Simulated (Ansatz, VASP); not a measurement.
**Mn3Sn: VASP beside Ansatz**

File INCAR:

```
SYSTEM = Mn3Sn
ALGO = Normal ; EDIFF = 1E-7
ENCUT = 520 ; GGA = PE
ISIF = 2 ; ISMEAR = -1
LASPH = .True. ; LCHARG = .True.
LELF = .True. ; LREAL = .False.
LVHAR = .True. ; LWAVE = .False.
NBANDS = 63 ; NELM = 100
PREC = Accurate ; SIGMA = 0.05
```

Contents of KPOINTS:

```
k-points
0
Gamma
  7 7 8
  0 0 0
```

File POSCAR:

```
Mn3Sn
1.0
    5.6700000000      0.0000000000      0.0000000000
   -2.8350000000      4.9103640400      0.0000000000
    0.0000000000      0.0000000000      4.5300000000
Mn Sn
6 2
Direct
    0.8330000000      0.6660000000      0.2500000000
    0.1670000000      0.8330000000      0.7500000000
    0.3340000000      0.1670000000      0.2500000000
    0.1670000000      0.3340000000      0.7500000000
    0.8330000000      0.1670000000      0.2500000000
    0.6660000000      0.8330000000      0.7500000000
    0.3333333300      0.6666666700      0.2500000000
    0.6666666700      0.3333333300      0.7500000000
```

Input for Ansatz:

```yaml
crystal:
  lattice:
    - [5.67, 0.0, 0.0]
    - [-2.835, 4.91036404, 0.0]
    - [0.0, 0.0, 4.53]
  atoms:
    - { symbol: Mn, position: [0.833, 0.666, 0.25] }
    - { symbol: Mn, position: [0.167, 0.833, 0.75] }
    - { symbol: Mn, position: [0.334, 0.167, 0.25] }
    - { symbol: Mn, position: [0.167, 0.334, 0.75] }
    - { symbol: Mn, position: [0.833, 0.167, 0.25] }
    - { symbol: Mn, position: [0.666, 0.833, 0.75] }
    - { symbol: Sn, position: [0.33333333, 0.66666667, 0.25] }
    - { symbol: Sn, position: [0.66666667, 0.33333333, 0.75] }
  symmetry: { tolerance: 0.0003 }
hamiltonian:
  xc: pbe
  pseudopotentials: { kind: paw, azcp: { folder: soft_1 } }
basis:
  ecutwfc: 420
magnetization:
  spin_polarized: false
scf:
  occupations: { method: fermi_dirac, width: 0.05 }
kpoints:
  mp_grid: { grid: [7, 7, 8], shift: [0, 0, 0] }
output:
  forces: true
  stress: true
  eigenvalues: true
```

Alike in both runs: task single point; functional PBE; k mesh 7 × 7 × 8; occupations fermi-dirac, width 0.05 eV; no spin polarisation.

|  | VASP | Ansatz |
| --- | --- | --- |
| version | VASP 6.6.1 | Ansatz 0.2.0 |
| potentials or method | VASP PAW PBE potentials, release 64 (Mn_pv, Sn_d), cutoff 520 eV | PAW plane waves |
| valence electrons in the cell | 106 | 118 |

VASP gave:

```
pressure (GPa)                                                : -24.0
traceless stress, the component that is largest in VASP (GPa) : 1.45
rms of the force components (eV/Å)                            : 0.278
```

Question: Estimate Ansatz's values.

Answer: Pressure (GPa): -24.1; traceless stress, the component that is largest in VASP (GPa): 1.45; rms of the force components (eV/Å): 0.278.

Atom by atom the forces differ by 0.000 eV/Å (rms over components). VASP's potentials hold 106 valence electrons a cell and Ansatz's 118, so a difference there can come from the potentials and not from the codes.
